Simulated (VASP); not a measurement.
# PrBe3Si (I4mm) in VASP: vibrations by perturbation theory with PBE

Aim: the vibrations by perturbation theory of PrBe3Si with PBE.

Everything below comes from runs of VASP 6.6.1. Logs are shortened: lines on timing, memory, paths and dates and some standing lists are left out, and cuts for length are marked.

## 1. The cell of the first run

It takes space group I4mm (No. 107, tetragonal). The conventional cell has a = 3.942 Å, b = 3.942 Å, c = 9.461 Å, α = 90.00°, β = 90.00°, γ = 90.00°. Pr (site symmetry 4mm) has 13 Be at 3.03 to 3.55 Å and 5 Si at 3.03 to 3.54 Å and 4 Pr at 3.94 Å within 4.0 Å. Be (site symmetry 4mm) has 4 Be at 2.27 Å and 1 Si at 2.37 Å and 4 Pr at 3.03 Å within 3.1 Å. Be (site symmetry 2mm) has 6 Be at 2.27 to 2.79 Å and 2 Si at 2.32 Å and 4 Pr at 3.04 to 3.12 Å within 3.2 Å. Within 3.1 Å of Si (site symmetry 4mm) lie 5 Be at 2.32 to 2.37 Å and 4 Pr at 3.03 Å.

## 2. Vibrations by perturbation theory, PBE

INCAR reads:

```
PREC     = Accurate       # precision mode
ENCUT    = 600            # plane-wave cutoff, eV
EDIFF    = 1E-8           # SCF threshold, eV
ISMEAR   = 0              # smearing method
SIGMA    = 0.1            # smearing width, eV
LREAL    = False          # projectors in reciprocal space
LASPH    = True           # aspherical terms in the spheres
NELM     = 200            # most SCF steps
ALGO     = Normal         # electronic algorithm
ISIF     = 2              # what is computed and relaxed
LWAVE    = False          # write WAVECAR
LCHARG   = False          # write CHGCAR
GGA      = PE             # functional
IBRION   = 8              # ionic algorithm
NSW      = 1              # ionic steps
GGA_COMPAT= False        
LMAXMIX  = 6              # l up to which the mixer works
KPAR     = 4
```

KPOINTS reads:

```
regular mesh
0
Gamma
  12 12 12
```

POSCAR reads:

```
PrBe3Si
1.0
   -1.9709841588      1.9709841588      4.7305177289
    1.9709841588     -1.9709841588      4.7305177289
    1.9709841588      1.9709841588     -4.7305177289
Pr Be Si
1 3 1
Direct
    0.0205661021      0.0205661021      0.0000000000
    0.3956641133      0.3956641133      0.0000000000
    0.2763640618      0.7763640618      0.5000000000
    0.7763640618      0.2763640618      0.5000000000
    0.6460416711      0.6460416711      0.0000000000
```

Potentials or basis: VASP PAW PBE potentials, release 64 (Pr_3, Be, Si), 4f in core.

On the command line:

```console
$ cat potpaw_PBE.64/Pr_3/POTCAR potpaw_PBE.64/Be/POTCAR potpaw_PBE.64/Si/POTCAR > POTCAR
$ mpirun -np 4 vasp_std > vasp.out
```

OUTCAR:

```text
PREC = Accurate
   ENCUT = 600
   EDIFF = 1E-8
   ISMEAR = 0
   LREAL = False
   LASPH = True
   NELM = 200
   ISIF = 2
   GGA = PE
   IBRION = 8
   NSW = 1

 ion  position               nearest neighbor table
   1  0.021  0.021  0.000-   2 3.03   2 3.03   2 3.03   2 3.03   5 3.03   5 3.03   5 3.03   5 3.03
                             3 3.04   4 3.04   3 3.04   4 3.04   3 3.12   4 3.12   4 3.12   3 3.12
   2  0.396  0.396  0.000-   3 2.27   4 2.27   3 2.27   4 2.27   5 2.37   1 3.03   1 3.03   1 3.03
                             1 3.03
   3  0.276  0.776  0.500-   2 2.27   2 2.27   5 2.32   5 2.32   1 3.04   1 3.04   1 3.12   1 3.12

   4  0.776  0.276  0.500-   2 2.27   2 2.27   5 2.32   5 2.32   1 3.04   1 3.04   1 3.12   1 3.12

   5  0.646  0.646  0.000-   3 2.32   4 2.32   3 2.32   4 2.32   2 2.37   1 3.03   1 3.03   1 3.03
                             1 3.03

  LATTYP: Found a body centered tetragonal cell.
 ALAT       =     3.9419683176
 C/A-ratio  =     2.4000790203

  Lattice vectors:

 A1 = (  -1.9709841588,   1.9709841588,   4.7305177289)
 A2 = (   1.9709841588,  -1.9709841588,   4.7305177289)
 A3 = (   1.9709841588,   1.9709841588,  -4.7305177289)

Analysis of symmetry for initial positions (statically):
=====================================================================
 Subroutine PRICEL returns:
 Original cell was already a primitive cell.

 Routine SETGRP: Setting up the symmetry group for a
 body centered tetragonal supercell.

 Subroutine GETGRP returns: Found  8 space group operations
 (whereof  8 operations were pure point group operations)
 out of a pool of 16 trial point group operations.

The static configuration has the point symmetry C_4v.

Analysis of symmetry for dynamics (positions and initial velocities):
=====================================================================
 Subroutine PRICEL returns:
 Original cell was already a primitive cell.

 Routine SETGRP: Setting up the symmetry group for a
 body centered tetragonal supercell.

 Subroutine GETGRP returns: Found  8 space group operations
 (whereof  8 operations were pure point group operations)
 out of a pool of 16 trial point group operations.

The dynamic configuration has the point symmetry C_4v.

 Subroutine INISYM returns: Found  8 space group operations
 (whereof  8 operations are pure point group operations),
 and found     1 'primitive' translations

----------------------------------------------------------------------------------------

                                     Primitive cell

  volume of cell :      73.5081

  direct lattice vectors                    reciprocal lattice vectors
    -1.970984159  1.970984159  4.730517729     0.000000000  0.253680375  0.105696676
     1.970984159 -1.970984159  4.730517729     0.253680375  0.000000000  0.105696676
     1.970984159  1.970984159 -4.730517729     0.253680375  0.253680375  0.000000000

  length of vectors
     5.490660715  5.490660715  5.490660715     0.274819067  0.274819067  0.358758226

  position of ions in fractional coordinates (direct lattice)
     0.020566102  0.020566102  0.000000000
     0.395664113  0.395664113  0.000000000
     0.276364062  0.776364062  0.500000000
     0.776364062  0.276364062  0.500000000
     0.646041671  0.646041671  0.000000000

  ion indices of the primitive-cell ions
   primitive index   ion index
                 1           1
                 2           2
                 3           3
                 4           4
                 5           5

----------------------------------------------------------------------------------------

[... 139 lines left out ...]
     11       6.9275      0.00000
     12       6.9275      0.00000
     13       7.5207      0.00000
     14       8.2114      0.00000
[... 377 lines left out ...]
      1     -29.9786      2.00000
      2     -12.3647      2.00000
      3     -12.1613      2.00000
      4     -11.9932      2.00000
      5      -2.8740      2.00000
      6      -0.0497      2.00000
      7       1.6926      2.00000
      8       2.7599      2.00000
      9       3.2316      2.00000
     10       4.1322      2.00000
     11       4.6641      2.00000
     12       7.6045      0.00000
     13       8.3538      0.00000
     14       8.9540      0.00000

 [... further k-points ...]

------------------------ aborting loop because EDIFF is reached ----------------------------------------

  FORCE on cell =-STRESS in cart. coord.  units (eV):
  Direction    XX          YY          ZZ          XY          YZ          ZX
  --------------------------------------------------------------------------------------
  -------------------------------------------------------------------------------------
  Total        0.0682078      0.0682078      0.0247220      0.0000000      0.0000000     -0.0000000
  in kB        1.4866539      1.4866539      0.5388385      0.0000000      0.0000000     -0.0000000
  external PRESSURE =       1.1707155 kB  Pullay stress =       0.0000000 kB

 VOLUME and BASIS-vectors are now :
 -----------------------------------------------------------------------------
  energy-cutoff  :      600.00
  volume of cell :       73.51
      direct lattice vectors                 reciprocal lattice vectors
    -1.970984159  1.970984159  4.730517729     0.000000000  0.253680375  0.105696676
     1.970984159 -1.970984159  4.730517729     0.253680375  0.000000000  0.105696676
     1.970984159  1.970984159 -4.730517729     0.253680375  0.253680375  0.000000000

 POSITION                                       TOTAL-FORCE (eV/Angst)
 -----------------------------------------------------------------------------------
      0.00000      0.00000      0.19458        -0.000000     -0.000000      0.009629
      0.00000      0.00000      3.74339         0.000000      0.000000     -0.003491
      1.97098      0.00000      2.61469         0.000000     -0.000000     -0.002997
      0.00000      1.97098      2.61469        -0.000000      0.000000     -0.002997
      0.00000      0.00000      6.11222         0.000000      0.000000     -0.000144
 -----------------------------------------------------------------------------------
    total drift:                               -0.000000     -0.000000      0.000166

  FREE ENERGIE OF THE ION-ELECTRON SYSTEM (eV)
  ---------------------------------------------------
  free  energy   TOTEN  =       -22.6316807651 eV

  energy  without entropy=      -22.6240252841  energy(sigma->0) =      -22.62785302

[... ionic steps 2 to 15 ...]

--------------------------------------- Ionic step       16  -------------------------------------------

------------------------ aborting loop because EDIFF is reached ----------------------------------------

[... ionic steps 17 to 17 ...]

--------------------------------------- Ionic step       18  -------------------------------------------

 Free energy of the ion-electron system (eV)
  ---------------------------------------------------
  ---------------------------------------------------
  free energy    TOTEN  =        -0.02250295 eV

  energy without entropy =       -0.02250823

------------------------ aborting loop because EDIFF is reached ----------------------------------------

 INTERNAL STRAIN TENSOR  FOR ION    5  DIRECTION 3   (eV/Angst):
 -----------------------------------------------------------------------------
    -0.01434  0.00000  0.00000
     0.00000 -0.01434  0.00000
     0.00000  0.00000 -0.79019

 INTERNAL STRAIN TENSOR FOR ION    5 for displacements in x,y,z  (eV/Angst):
          X           Y           Z          XY          YZ          ZX
  --------------------------------------------------------------------------------
  x     0.00000     0.00000     0.00000     0.00000     0.00000     0.07588
  y     0.00000     0.00000     0.00000     0.00000    -0.24137     0.00000
  z    -0.01434    -0.01434    -0.79019     0.00000     0.00000     0.00000

 SECOND DERIVATIVES (NOT SYMMETRIZED)
 ------------------------------------
               1X          1Y          1Z          2X          2Y          2Z          3X          3Y          3Z          4X          4Y          4Z          5X          5Y          5Z
  1X    -8.764600    0.000000    0.000000    1.801609    0.000000    0.000000    1.496910    0.000000    0.000000    1.855663    0.000000    0.000000    3.610418    0.000000    0.000000
  1Y     0.000000   -8.764600    0.000000    0.000000    1.801609    0.000000    0.000000    1.855663    0.000000    0.000000    1.496910    0.000000    0.000000    3.610418    0.000000
  1Z     0.000000    0.000000   -5.632120    0.000000    0.000000    0.403382    0.000000   -0.000000    2.259747    0.000000   -0.000000    2.259747    0.000000    0.000000    0.709243
  2X     1.806258    0.000000    0.000000   -5.408332    0.000000    0.000000    2.555016    0.000000    0.000000    0.391839    0.000000    0.000000    0.655219    0.000000    0.000000
  2Y     0.000000    1.806258    0.000000    0.000000   -5.408332    0.000000    0.000000    0.391839    0.000000    0.000000    2.555016    0.000000    0.000000    0.655219    0.000000
  2Z     0.000000    0.000000    0.391944    0.000000    0.000000   -5.947945    0.000000    0.000000    1.552611    0.000000    0.000000    1.552611    0.000000    0.000000    2.450778
  3X     1.492523    0.000000    0.000000    2.557659    0.000000    0.000000   -3.033720    0.000000    0.000000   -0.988260    0.000000    0.000000   -0.028202    0.000000    0.000000
  3Y     0.000000    1.856255    0.000000    0.000000    0.392190    0.000000    0.000000   -5.452282    0.000000    0.000000   -0.993512    0.000000    0.000000    4.197349    0.000000
  3Z     0.000000    0.000000    2.270144    0.000000    0.000000    1.546492    0.000000    0.000000   -6.574394    0.000000    0.000000    0.229310    0.000000    0.000000    2.528448
  4X     1.856255    0.000000    0.000000    0.392190    0.000000    0.000000   -0.993512    0.000000    0.000000   -5.452282    0.000000    0.000000    4.197349    0.000000    0.000000
  4Y     0.000000    1.492523    0.000000    0.000000    2.557659    0.000000    0.000000   -0.988260    0.000000    0.000000   -3.033720    0.000000    0.000000   -0.028202    0.000000
  4Z     0.000000    0.000000    2.270144   -0.000000   -0.000000    1.546492    0.000000    0.000000    0.229310    0.000000    0.000000   -6.574394    0.000000    0.000000    2.528448
  5X     3.609172    0.000000    0.000000    0.658694    0.000000    0.000000   -0.025363    0.000000    0.000000    4.193634    0.000000    0.000000   -8.436138    0.000000    0.000000
  5Y     0.000000    3.609172    0.000000    0.000000    0.658694    0.000000    0.000000    4.193634    0.000000    0.000000   -0.025363    0.000000    0.000000   -8.436138    0.000000
  5Z     0.000000    0.000000    0.698259    0.000000    0.000000    2.452050    0.000000   -0.000000    2.532731    0.000000   -0.000000    2.532731    0.000000    0.000000   -8.215772

 Eigenvectors and eigenvalues of the dynamical matrix
 ----------------------------------------------------

   1 f  =   15.141536 THz    95.137074 2PiTHz  505.067263 cm-1    62.620332 meV
             X         Y         Z           dx          dy          dz
      0.000000  0.000000  0.194577    -0.000000   -0.000000   -0.068906
      0.000000  0.000000  3.743392     0.000000   -0.000000   -0.609594
      1.970984  0.000000  2.614690    -0.000000    0.000000    0.551370
      0.000000  1.970984  2.614690    -0.000000    0.000000    0.551370
      0.000000  0.000000  6.112223     0.000000   -0.000000   -0.125012
[... 105 lines left out ...]
  15 f/i=    0.000494 THz     0.003102 2PiTHz    0.016466 cm-1     0.002042 meV
             X         Y         Z           dx          dy          dz
      0.000000  0.000000  0.194577     0.790127   -0.307401    0.000000
      0.000000  0.000000  3.743392     0.199868   -0.077759    0.000000
      1.970984  0.000000  2.614690     0.199840   -0.077746    0.000000
      0.000000  1.970984  2.614690     0.199835   -0.077748    0.000000
      0.000000  0.000000  6.112223     0.352730   -0.137230    0.000000

--------------------------------------------------------------------------------------------------------

 ELASTIC MODULI CONTR FROM IONIC RELAXATION (kBar)
 Direction    XX          YY          ZZ          XY          YZ          ZX
 --------------------------------------------------------------------------------
 XX         -12.5841      8.2795      8.8774      0.0000     -0.0000     -0.0000
 YY           8.2795    -12.5841      8.8774      0.0000      0.0000      0.0000
 ZZ           8.8774      8.8774    -65.5108      0.0000      0.0000      0.0000
 XY           0.0000      0.0000      0.0000      0.0000      0.0000      0.0000
 YZ          -0.0000      0.0000      0.0000      0.0000   -139.3099     -0.0000
 ZX          -0.0000      0.0000      0.0000      0.0000     -0.0000   -127.9534
 --------------------------------------------------------------------------------
```

Run time: 32 min. Hardware: 4 MPI ranks of Intel Xeon 6975P-C (Granite Rapids), shared host; peak memory 1.6 GiB.

Results:

| Property | Result |
| --- | --- |
| Highest phonon frequency at Γ | 505 cm⁻¹ |

Phonon frequencies in cm⁻¹ (negative: imaginary):
```csv
q point,frequencies
"(0.000, 0.000, 0.000)",0 0 0 181 186 186 245 245 417 440 440 453 479 479 505
```

Caveat: spin-orbit coupling is left out, which moves the levels of the heavy elements; the 4f electrons are frozen in the core, so they carry no moment and show no levels.
